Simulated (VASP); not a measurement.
Write the native input for VASP 6.6.1 that does the following.

```yaml
Task: single point
Functional: PBE
Potentials_or_basis: VASP PAW PBE potentials, release 64 (Si, Sn_d)
Cutoff: 520 eV
k_mesh: 12 × 12 × 12
Occupations: gaussian, width 0.1 eV
Spin: no spin polarisation
Dipole_correction: no
Further_INCAR_settings: ALGO = Normal; EDIFF = 1e-07; NBANDS = 21
```

The structure of Si3Sn lies in POSCAR:

```
Si3Sn
1.0
   -2.6954302590      2.6954302590      2.6954302590
    2.6954302590     -2.6954302590      2.6954302590
    2.6954302590      2.6954302590     -2.6954302590
Si Sn
3 1
Direct
    0.0000000000      0.5000000000      0.5000000000
    0.5000000000      0.0000000000      0.5000000000
    0.5000000000      0.5000000000      0.0000000000
    0.0000000000      0.0000000000      0.0000000000
```

These files were run (other wordings do the same):

INCAR

```
SYSTEM = Si3Sn
ALGO     = Normal         ! electronic algorithm
EDIFF    = 1E-7           ! SCF threshold, eV
ENCUT    = 520            ! plane-wave cutoff, eV
GGA      = PE             ! functional
ISIF     = 2              ! what is computed and relaxed
ISMEAR   = 0              ! smearing method
LASPH    = .TRUE.         ! aspherical terms in the spheres
LCHARG   = .FALSE.        ! write CHGCAR
LREAL    = .FALSE.        ! projectors in reciprocal space
LWAVE    = .FALSE.        ! write WAVECAR
NBANDS   = 21             ! bands
NELM     = 60             ! most SCF steps
PREC     = Accurate       ! precision mode
SIGMA    = 0.1            ! smearing width, eV
```

KPOINTS

```
k-points
0
G
  12 12 12
  0 0 0
```

Potentials or basis: VASP PAW PBE potentials, release 64 (Si, Sn_d).

Run with:

```sh
$ cat potpaw_PBE.64/Si/POTCAR potpaw_PBE.64/Sn_d/POTCAR > POTCAR
$ mpirun -np 1 vasp_std > vasp.out
```

It gave:

```
Pressure               : -0.1 GPa
Band gap on the k mesh : zero (band 13 reaches 8.86 eV, above the bottom of band 14 at 5.16 eV)
```

Caveat: spin-orbit coupling is left out, which moves the levels of the heavy elements.

It took 4.6 min on 1 thread of AMD EPYC 7R13 (shared host), peak memory 0.24 GiB.
